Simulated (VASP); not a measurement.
Input of a VASP 6.6.1 run:

File INCAR:

```
SYSTEM = Sc
PREC = Accurate
ENCUT = 520
EDIFF = 1E-7
ISMEAR = -1
SIGMA = 0.05
LREAL = .False.
LASPH = .True.
NELM = 100
ALGO = Normal
ISIF = 2
LWAVE = .False.
LCHARG = .False.
NBANDS = 12
```

The input KPOINTS:

```
regular mesh
0
Gamma
  15 15 15
  0 0 0
```

The input POSCAR:

```
Sc
1.0
    2.0964456456      0.0000000000      0.0000000000
    0.0000000000      2.0964456456      0.0000000000
    0.0000000000      0.0000000000      2.0964456456
Sc
1
Direct
    0.0000000000      0.0000000000      0.0000000000
```

Potentials or basis: VASP PAW LDA potentials, release 64 (Sc_sv).

The run is started by

```bash
$ cat potpaw_LDA.64/Sc_sv/POTCAR > POTCAR
$ mpirun -np 1 vasp_std > vasp.out
```

Q: What does it give for the pressure?

A: 198.6 GPa.
